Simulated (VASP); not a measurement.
MoS2:

```
Mo S
1.0
     1.58000    0.91221    6.15000
    -1.58000    0.91221    6.15000
     0.00000   -1.82443    6.15000
Mo S
1 2
Cartesian
  0.0000 0.0000 0.0000
  0.0000 0.0000 7.6936
  0.0000 0.0000 4.6125
```

Base run:

- Program: VASP 6.6.1
- Functional: BLYP
- Potentials or basis: VASP PAW PBE potentials, release 64 (Mo_sv, S)
- Cutoff: 520 eV
- k mesh: 10 × 10 × 10
- Occupations: fermi-dirac, width 0.05 eV
- Spin: no spin polarisation

Its results: band gap on the k mesh 0.98 eV, indirect (least direct gap 1.95 eV); pressure 12.9 GPa; largest force 0.935 eV/Å.

Question: The run is repeated on the same cell with these changes: functional from BLYP to r2SCAN. What comes out?

Answer: Band gap on the k mesh 1.07 eV, indirect (least direct gap 2.08 eV); pressure 4.2 GPa; largest force 0.366 eV/Å.

Caveats: the PAW data sets were made with another functional, which shifts forces and pressure a little.

A k mesh can miss the band edges.
